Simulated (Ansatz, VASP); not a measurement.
# One calculation of BaF2, two programs

File INCAR:

```
SYSTEM = BaF2
PREC = Accurate
ENCUT = 600
EDIFF = 1E-6
ISMEAR = 0
SIGMA = 0.05
LREAL = .False.
LASPH = .True.
NELM = 120
ALGO = Normal
ISIF = 2
LWAVE = .False.
LCHARG = .True.
GGA = PE
LELF = .True.
LVHAR = .True.
NBANDS = 19
GGA_COMPAT = .False.
```

The input KPOINTS:

```
Automatic mesh
0
Gamma
  6 6 6
  0 0 0
```

File POSCAR:

```
BaF2
1.0
    0.0000000000      3.1000485598      3.1000485598
    3.1000485598      0.0000000000      3.1000485598
    3.1000485598      3.1000485598      0.0000000000
Ba F
1 2
Direct
    0.0000000000      0.0000000000      0.0000000000
    0.2500000000      0.2500000000      0.2500000000
    0.7500000000      0.7500000000      0.7500000000
```

Input for Ansatz:

```yaml
crystal:
  lattice:
    - [0.0, 3.1000485598, 3.1000485598]
    - [3.1000485598, 0.0, 3.1000485598]
    - [3.1000485598, 3.1000485598, 0.0]
  atoms:
    - { symbol: Ba, position: [0.0, 0.0, 0.0] }
    - { symbol: F, position: [0.25, 0.25, 0.25] }
    - { symbol: F, position: [0.75, 0.75, 0.75] }
basis:
  ecutwfc: 420
  ecutrho_ratio: 4
kpoints:
  mp_grid: { grid: [6, 6, 6] }
hamiltonian:
  xc: pbe
scf:
  occupations: { method: gaussian, width: 0.05 }
output:
  forces: true
  stress: true
  eigenvalues: true
```

Alike in both runs: task single point; functional PBE; k mesh 6 × 6 × 6; occupations gaussian, width 0.05 eV; no spin polarisation.

|  | VASP | Ansatz |
| --- | --- | --- |
| version | VASP 6.6.1 | Ansatz 0.2.0 |
| potentials or method | VASP PAW PBE potentials, release 64 (Ba_sv, F), cutoff 600 eV | scalar-relativistic, plane waves, PAW |
| valence electrons in the cell | 24 | 24 |

```tsv
	VASP	Ansatz	Ansatz less VASP
gap on the k mesh at the Fermi level (eV)	6.78	6.85	+0.074
least direct gap on the mesh (eV)	6.84	6.93	+0.085
pressure (GPa)	2.3	1.3	-1.01
```

The functional is the same, so the differences come from potentials, cutoffs and numerics.

Neither program's run includes spin-orbit coupling.
